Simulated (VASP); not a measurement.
# Ba3Ti4O12 (a cell with a defect) in VASP: single point with PBE

Aim: the single point of Ba3Ti4O12 (a cell with a defect) with PBE.

Everything below comes from runs of VASP 6.6.1. Logs are shortened: lines on timing, memory, paths and dates and some standing lists are left out, and cuts for length are marked.

## 1. The cell of the first run

The cell holds a defect, 19 atoms: a = 6.939 Å, b = 6.939 Å, c = 6.939 Å, α = 109.47°, β = 109.47°, γ = 109.47°.

## 2. Single point, PBE

Contents of INCAR:

```
PREC = Accurate
ENCUT = 520
EDIFF = 1E-7
ISMEAR = -1
SIGMA = 0.01
LREAL = Auto
LASPH = True
NELM = 80
ALGO = Normal
ISIF = 2
LWAVE = False
LCHARG = False
GGA = PE
NBANDS = 90
NELECT = 152.0
```

Contents of KPOINTS:

```
regular mesh
0
Gamma
  3 3 3
```

Contents of POSCAR:

```
Ba3Ti4O12
1.0
   -4.0060000000      4.0060000000      4.0060000000
    4.0060000000     -4.0060000000      4.0060000000
    4.0060000000      4.0060000000     -4.0060000000
Ba Ti O
3 4 12
Direct
    0.0000000000      0.0000000000      0.5000000000
    0.0000000000      0.5000000000      0.0000000000
    0.5000000000      0.0000000000      0.0000000000
    0.0000000000      0.0000000000      0.0000000000
    0.5000000000      0.5000000000      0.0000000000
    0.5000000000      0.0000000000      0.5000000000
    0.0000000000      0.5000000000      0.5000000000
   -0.0087156684      0.2456421658      0.2456421658
    0.5000000000      0.7543578342      0.2456421658
    0.5000000000      0.2456421658      0.7543578342
    0.0087156684      0.7543578342      0.7543578342
    0.2456421658     -0.0087156684      0.2456421658
    0.7543578342      0.5000000000      0.2456421658
    0.7543578342      0.0087156684      0.7543578342
    0.2456421658      0.5000000000      0.7543578342
    0.2456421658      0.2456421658     -0.0087156684
    0.7543578342      0.7543578342      0.0087156684
    0.7543578342      0.2456421658      0.5000000000
    0.2456421658      0.7543578342      0.5000000000
```

Potentials or basis: VASP PAW PBE potentials, release 64 (Ba_sv, Ti_sv, O).

On the command line:

```sh
> cat potpaw_PBE.64/Ba_sv/POTCAR potpaw_PBE.64/Ti_sv/POTCAR potpaw_PBE.64/O/POTCAR > POTCAR
> mpirun -np 1 vasp_std > vasp.out
```

OUTCAR:

```text
PREC = Accurate
   ENCUT = 520
   EDIFF = 1E-7
   ISMEAR = -1
   LREAL = Auto
   LASPH = True
   NELM = 80
   ISIF = 2
   GGA = PE
   NELECT = 152.0

 ion  position               nearest neighbor table
   1  0.000  0.000  0.500-  16 2.78  17 2.78  18 2.78  19 2.78  14 2.83  15 2.83   8 2.83  10 2.83
                            11 2.83  12 2.83  13 2.83   9 2.83   4 3.47   5 3.47   4 3.47   7 3.47
   2  0.000  0.500  0.000-  12 2.78  13 2.78  14 2.78  15 2.78   9 2.83  11 2.83   8 2.83  16 2.83
                            17 2.83  19 2.83  18 2.83  10 2.83   4 3.47   5 3.47   7 3.47   6 3.47
   3  0.500  0.000  0.000-   8 2.78   9 2.78  10 2.78  11 2.78  12 2.83  13 2.83  14 2.83  16 2.83
                            17 2.83  18 2.83  19 2.83  15 2.83   4 3.47   5 3.47   6 3.47   6 3.47
   4  0.000  0.000  0.000-   8 2.00  11 2.00  12 2.00  14 2.00  16 2.00  17 2.00   1 3.47   2 3.47
                             3 3.47   1 3.47   2 3.47   3 3.47
   5  0.500  0.500  0.000-   9 2.00  10 2.00  13 2.00  15 2.00  16 2.00  17 2.00   1 3.47   2 3.47
                             3 3.47   3 3.47   2 3.47   1 3.47
   6  0.500  0.000  0.500-   9 2.00  10 2.00  12 2.00  14 2.00  18 2.00  19 2.00   1 3.47   2 3.47
                             3 3.47   3 3.47   1 3.47   2 3.47
   7  0.000  0.500  0.500-   8 2.00  11 2.00  13 2.00  15 2.00  18 2.00  19 2.00   1 3.47   2 3.47
                             3 3.47   2 3.47   1 3.47   3 3.47
   8  0.991  0.246  0.246-   4 2.00   7 2.00   3 2.78   2 2.83   1 2.83
   9  0.500  0.754  0.246-   5 2.00   6 2.00   3 2.78   1 2.83   2 2.83
  10  0.500  0.246  0.754-   5 2.00   6 2.00   3 2.78   2 2.83   1 2.83
  11  0.009  0.754  0.754-   4 2.00   7 2.00   3 2.78   2 2.83   1 2.83
  12  0.246  0.991  0.246-   4 2.00   6 2.00   2 2.78   1 2.83   3 2.83
  13  0.754  0.500  0.246-   5 2.00   7 2.00   2 2.78   1 2.83   3 2.83
  14  0.754  0.009  0.754-   4 2.00   6 2.00   2 2.78   1 2.83   3 2.83
  15  0.246  0.500  0.754-   5 2.00   7 2.00   2 2.78   3 2.83   1 2.83
  16  0.246  0.246  0.991-   4 2.00   5 2.00   1 2.78   2 2.83   3 2.83
  17  0.754  0.754  0.009-   4 2.00   5 2.00   1 2.78   2 2.83   3 2.83
  18  0.754  0.246  0.500-   6 2.00   7 2.00   1 2.78   2 2.83   3 2.83
  19  0.246  0.754  0.500-   6 2.00   7 2.00   1 2.78   3 2.83   2 2.83

  LATTYP: Found a body centered cubic cell.
 ALAT       =     8.0120000000

  Lattice vectors:

 A1 = (  -4.0060000000,   4.0060000000,   4.0060000000)
 A2 = (   4.0060000000,  -4.0060000000,   4.0060000000)
 A3 = (   4.0060000000,   4.0060000000,  -4.0060000000)

Analysis of symmetry for initial positions (statically):
=====================================================================
 Subroutine PRICEL returns:
 Original cell was already a primitive cell.

 Routine SETGRP: Setting up the symmetry group for a
 body centered cubic supercell.
[... 144 lines left out ...]
   PSTRESS=    0.0 pullay stress
   NELECT =     152.0000    total number of electrons
   NUPDOWN=      -1.0000    fix difference up-down
   EMIN   =  10.00;   EMAX   =-10.00  energy-range for DOS
   EFERMI =   0.00;   METHOD = LEGACY
   ISMEAR =    -1;   SIGMA  =   0.01  broadening in eV -4-tet -1-fermi 0-gaus
   EFERMI_NEDOS =   21; number of points for ismear=-14 and -15
   IALGO  =     38    algorithm
   IMIX   =      4    mixing-type and parameters
     AMIX     =   0.40;   BMIX     =  1.00
     AMIX_MAG =   1.60;   BMIX_MAG =  1.00
  volume/ion in A,a.u.               =      13.53        91.33
  Fermi-wavevector in a.u.,A,eV,Ry     =   1.373910  2.596314 25.682763  1.887630
  Thomas-Fermi vector in A             =   2.499385
   LORBIT       =      0    0 simple, 1 ext, 2 COOP (PROOUT), +10 PAW based schemes
   GGA     = PE    functional components
   LHFCALC =     F    Hartree Fock is set to
   AEXX    =    0.0000 exact exchange contribution
   IVDW    =     0    specifies the selected vdW correction
   LEPSILON=     F    determine dielectric tensor
   LRPA    =     F    only Hartree local field effects (RPA)
 non-spin polarized calculation
  energy-cutoff  :      520.00
  volume of cell :      257.15
 maximum number of plane-waves:      6939
 NGX is ok and might be reduce to    54
   NGX = 25   NGY = 25   NGZ = 25

 number of electron     152.0000008 magnetization

 Free energy of the ion-electron system (eV)
  ---------------------------------------------------
  ext. energy  EPLUGINS =         0.00000000
  ---------------------------------------------------
  free energy    TOTEN  =      -144.00855005 eV

  energy without entropy =     -144.00855005  energy(sigma->0) =     -144.00855005

 E-fermi :   3.3142     XC(G=0): -10.6748

 val. band max:        3.0069388582   @ k =  -0.3333   0.3333   0.3333
 cond. band min:       4.7237630142   @ k =   0.0000   0.0000   0.0000
 fundamental gap:      1.7168241560
 Fermi energy:         3.3141888203

 k-point     1 :       0.0000    0.0000    0.0000
  band No.  band energies     occupation
      1     -53.7633      2.00000
      2     -53.7613      2.00000
      3     -53.7613      2.00000
      4     -53.7613      2.00000
      5     -30.0295      2.00000
      6     -30.0295      2.00000
[... 353 lines left out ...]
     87       6.8365      0.00000
     88       6.8365      0.00000
 [bands above 88 left out]

------------------------ aborting loop because EDIFF is reached ----------------------------------------

  FORCE on cell =-STRESS in cart. coord.  units (eV):
  Direction    XX          YY          ZZ          XY          YZ          ZX
  --------------------------------------------------------------------------------------
  -------------------------------------------------------------------------------------
  Total       14.6739375     14.6739375     14.6739375      0.0000000      0.0000000      0.0000000
  in kB       91.4248844     91.4248844     91.4248844      0.0000000      0.0000000      0.0000000
  external PRESSURE =      91.4248844 kB  Pullay stress =       0.0000000 kB

 VOLUME and BASIS-vectors are now :
 -----------------------------------------------------------------------------
  energy-cutoff  :      520.00
  volume of cell :      257.15
      direct lattice vectors                 reciprocal lattice vectors
    -4.006000000  4.006000000  4.006000000     0.000000000  0.124812781  0.124812781
     4.006000000 -4.006000000  4.006000000     0.124812781  0.000000000  0.124812781
     4.006000000  4.006000000 -4.006000000     0.124812781  0.124812781  0.000000000

 POSITION                                       TOTAL-FORCE (eV/Angst)
 -----------------------------------------------------------------------------------
      2.00300      2.00300     -2.00300        -0.000000      0.000000      0.000000
      2.00300     -2.00300      2.00300        -0.000000      0.000000      0.000000
     -2.00300      2.00300      2.00300        -0.000000      0.000000      0.000000
      0.00000      0.00000      0.00000        -0.000000      0.000000      0.000000
      0.00000      0.00000      4.00600        -0.000000      0.000000      0.000000
      0.00000      4.00600      0.00000        -0.000000      0.000000      0.000000
[... 11 lines left out ...]
     -0.03491      4.04091      2.00300         0.030855     -0.030855      0.000000
      4.04091     -0.03491      2.00300        -0.030855      0.030855      0.000000
 -----------------------------------------------------------------------------------
    total drift:                                0.000000      0.000000     -0.000000

  FREE ENERGIE OF THE ION-ELECTRON SYSTEM (eV)
  ---------------------------------------------------
  free  energy   TOTEN  =      -144.0085500489 eV

  energy  without entropy=     -144.0085500489  energy(sigma->0) =     -144.00855005
```

OSZICAR:

```text
N       E                     dE             d eps       ncg     rms          rms(c)
DAV:   1     0.207753470714E+04    0.20775E+04   -0.75782E+04   720   0.182E+03
DAV:   2     0.185812939225E+03   -0.18917E+04   -0.18097E+04   794   0.525E+02
DAV:   3    -0.163117907122E+03   -0.34893E+03   -0.34284E+03   906   0.217E+02
DAV:   4    -0.187964706066E+03   -0.24847E+02   -0.24799E+02  1000   0.608E+01
[... 10 lines left out ...]
DAV:  15    -0.144008548999E+03    0.34691E-04   -0.12330E-04   920   0.722E-02    0.585E-03
DAV:  16    -0.144008550207E+03   -0.12078E-05   -0.14156E-05  1024   0.126E-02    0.450E-03
DAV:  17    -0.144008550603E+03   -0.39601E-06   -0.10101E-06   808   0.448E-03    0.260E-03
DAV:  18    -0.144008550105E+03    0.49828E-06   -0.68214E-07   736   0.344E-03    0.975E-04
DAV:  19    -0.144008550049E+03    0.55979E-07   -0.94153E-08   472   0.204E-03
   1 F= -.14400855E+03 E0= -.14400855E+03  d E =-.703733E-14
```

stdout:

```text
POSCAR found type information on POSCAR BaTiO
 POSCAR found :  3 types and      19 ions
 scaLAPACK will be used
 LDA part: xc-table for (Slater+PW92), standard interpolation
 POSCAR, INCAR and KPOINTS ok, starting setup
 FFT: planning ... GRIDC
 FFT: planning ... GRID_SOFT
 FFT: planning ... GRID
 WAVECAR not read
 entering main loop
 the old and the new charge density differ
 old charge density:   150.00000 new  152.00000
    0.461E+01
```

Wall time 5.9 min (1 thread of Intel Xeon Platinum 8488C (Sapphire Rapids), shared host); peak memory 0.4 GiB.

Results:

```
Free energy   : -144.0086 eV
Largest force : 0.044 eV/Å
```

Forces on the atoms (eV/Å):
```
Ba   0.000  0.000  0.000
Ba   0.000  0.000  0.000
Ba   0.000  0.000  0.000
Ti   0.000  0.000  0.000
Ti   0.000  0.000  0.000
Ti   0.000  0.000  0.000
Ti   0.000  0.000  0.000
O    0.000  0.031  0.031
O    0.000  0.031 -0.031
O    0.000 -0.031  0.031
O    0.000 -0.031 -0.031
O    0.031  0.000  0.031
O    0.031  0.000 -0.031
O   -0.031  0.000 -0.031
O   -0.031  0.000  0.031
O    0.031  0.031  0.000
O   -0.031 -0.031  0.000
O    0.031 -0.031  0.000
O   -0.031  0.031  0.000
```

Levels at points of the mesh, in eV from the Fermi level:
```
           k point  band 74  band 75  band 76  band 77  band 78  band 79
(0.00, 0.00, 0.00)    -0.49    -0.32    -0.32     1.41     1.41     1.41
```

Caveat: the cell carries a net charge on a neutralising background, which shifts energy and pressure; the cell is charged against a uniform background, so pressure and absolute levels hang on convention; spin-orbit coupling is left out, which moves the levels of the heavy elements.
